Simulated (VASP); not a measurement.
A run of VASP 6.6.1 is set up as follows.

INCAR

```
SYSTEM = Ti
  PREC = Accurate
  ENCUT = 400
  EDIFF = 1E-8
  ISMEAR = -1
  SIGMA = 0.05
  LREAL = .FALSE.
  LASPH = .TRUE.
  NELM = 120
  ALGO = Normal
  ISIF = 2
  LWAVE = .FALSE.
  LCHARG = .FALSE.
  GGA = CA
  LEFG = .TRUE.
  NBANDS = 12
  GGA_COMPAT = .FALSE.
```

KPOINTS

```
regular mesh
0
G
  14 14 14
  0 0 0
```

File POSCAR:

```
Ti
1.0
   -0.0406000000      2.0097000000      2.0097000000
    2.0097000000     -0.0406000000      2.0097000000
    2.0097000000      2.0097000000     -0.0406000000
Ti
1
Direct
    0.0000000000      0.0000000000      0.0000000000
```

Potentials or basis: VASP PAW LDA potentials, release 64 (Ti_sv).

The run is started by

```sh
$ cat potpaw_LDA.64/Ti_sv/POTCAR > POTCAR
$ mpirun -np 1 vasp_std > vasp.out
```

Problem. What does it give for the band gap on the k mesh?

Solution. Zero (band 6 reaches 9.22 eV, above the bottom of band 7 at 7.93 eV).

Problem. What does it give for the pressure?

Solution. -5.7 GPa.

Electric field gradients, principal values (V/Å²):
```tsv
atom	least	middle	greatest (by size)
1 Ti	-4.102	-4.102	8.203
```

Caveat: the cell differs from its parent crystal (equal xy, yz and zx shear strains of -2 %); without QUAD_EFG the Cq values of the log hold for a quadrupole moment of 1 mb, not for the nuclei.
